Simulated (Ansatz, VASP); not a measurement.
# One calculation of Mn, two programs

```xyz
1
Lattice="-1.3637 1.3637 1.3637 1.3637 -1.3637 1.3637 1.3637 1.3637 -1.3637" Properties=species:S:1:pos:R:3 pbc="T T T"
Mn    0.0000    0.0000    0.0000
```

Alike in both runs: functional LDA; k mesh 15 × 15 × 15; occupations fermi-dirac, width 0.05 eV; collinear spin.

Ansatz relaxed the structure, and its values are those at the end. VASP's run is a single point on that final structure, the one shown.

|  | VASP | Ansatz |
| --- | --- | --- |
| version | VASP 6.6.1 | Ansatz 0.2.0 |
| potentials or method | VASP PAW LDA potentials, release 64 (Mn_pv) | PAW with Ansatz's default frozen-core files, scalar-relativistic |
| plane-wave cutoff (eV) | 520 | 420 |
| valence electrons in the cell | 13 | 15 |

Ansatz gave:

| Property | Result |
| --- | --- |
| pressure (GPa) | 0.0 |
| net moment per atom (μB) | 0.42 |
| size of the moment on the site where the two differ most (μB) | 0.41 |

Task: What did VASP give for the same quantities?

Result: Pressure (GPa): 0.0; net moment per atom (μB): 0.31; size of the moment on the site where the two differ most (μB): 0.31.

The net moments are unlike, so the other rows may belong to different states. LDA's correlation is that of Perdew and Zunger in VASP and of Perdew and Wang (1992) in Ansatz. Site moments also hang on the region over which each program counts them. VASP's potentials hold 13 valence electrons a cell and Ansatz's 15, so a difference there can come from the potentials and not from the codes. Ansatz's warnings: seeded moment not kept.
